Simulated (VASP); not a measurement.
Set up this calculation in VASP 6.6.1, as the native input.

| Item | Value |
| --- | --- |
| Task | relaxation of cell and atoms |
| Functional | PBE |
| Potentials or basis | VASP PAW PBE potentials, release 64 (Si, Pb_d, O) |
| Cutoff | 600 eV |
| k mesh | 6 × 6 × 2 |
| Occupations | gaussian, width 0.1 eV |
| Spin | no spin polarisation |
| Dipole correction | no |
| Further INCAR settings | ALGO = Normal; EDIFF = 1e-06; IBRION = 2; EDIFFG = -0.04; NSW = 90; ISIF = 3 |

The structure of SiPbO2 lies in POSCAR:

```
SiPbO2
1.0
    2.6123874500      0.0000000000      0.0000000000
   -1.3061937200      2.2623938900      0.0000000000
    0.0000000000      0.0000000000     10.0598458500
Si Pb O
2 2 4
Direct
    0.6666666700      0.3333333300      0.0880720300
    0.3333333300      0.6666666700      0.5880720300
    0.6666666700      0.3333333300      0.3380720300
    0.3333333300      0.6666666700      0.8380720300
    0.3333333300      0.6666666700      0.1761440500
    0.0000000000      0.0000000000      0.0000000000
    0.6666666700      0.3333333300      0.6761440500
    0.0000000000      0.0000000000      0.5000000000
```

These files were run (other wordings do the same):

INCAR

```
SYSTEM = SiPbO2
PREC = Accurate ; ENCUT = 600
EDIFF = 1E-6 ; ISMEAR = 0
SIGMA = 0.1 ; LREAL = .False.
LASPH = .True. ; NELM = 80
ALGO = Normal ; ISIF = 3
LWAVE = .False. ; LCHARG = .False.
GGA = PE ; IBRION = 2
NSW = 90 ; EDIFFG = -0.04
```

KPOINTS

```
Automatic mesh
0
Gamma
  6 6 2
  0 0 0
```

Potentials or basis: VASP PAW PBE potentials, release 64 (Si, Pb_d, O).

Run with:

```bash
$ cat potpaw_PBE.64/Si/POTCAR potpaw_PBE.64/Pb_d/POTCAR potpaw_PBE.64/O/POTCAR > POTCAR
$ mpirun -np 1 vasp_std > vasp.out
```

It gave:

```yaml
Relaxed_volume: 13.39 Å³/atom
Relaxed_cell: a = 2.928 Å, b = 2.928 Å, c = 14.427 Å, α = 90.00°, β = 90.00°, γ = 120.00°
Space_group_after_relaxing_to_0.05_Å: P6_3mc (No. 186)
Energy_gained_by_relaxing: 3427.8 meV/atom
Ionic_steps: 18
Pressure_after_relaxing: 0.0 GPa
Largest_force_after_relaxing: 0.038 eV/Å
Band_gap_on_the_k_mesh: zero (band 30 reaches 9.71 eV, above the bottom of band 31 at 8.04 eV)
```

Caveat: the k points lie up to 0.41 Å⁻¹ apart in the final cell; the volume moved by over 15 % at a fixed basis, so the end points are rough; spin-orbit coupling is left out, which moves the levels of the heavy elements.

Wall time 6.7 min on 1 thread of Intel(R) Xeon(R) Platinum 8488C (Sapphire Rapids) (shared host), peak memory 0.23 GiB.
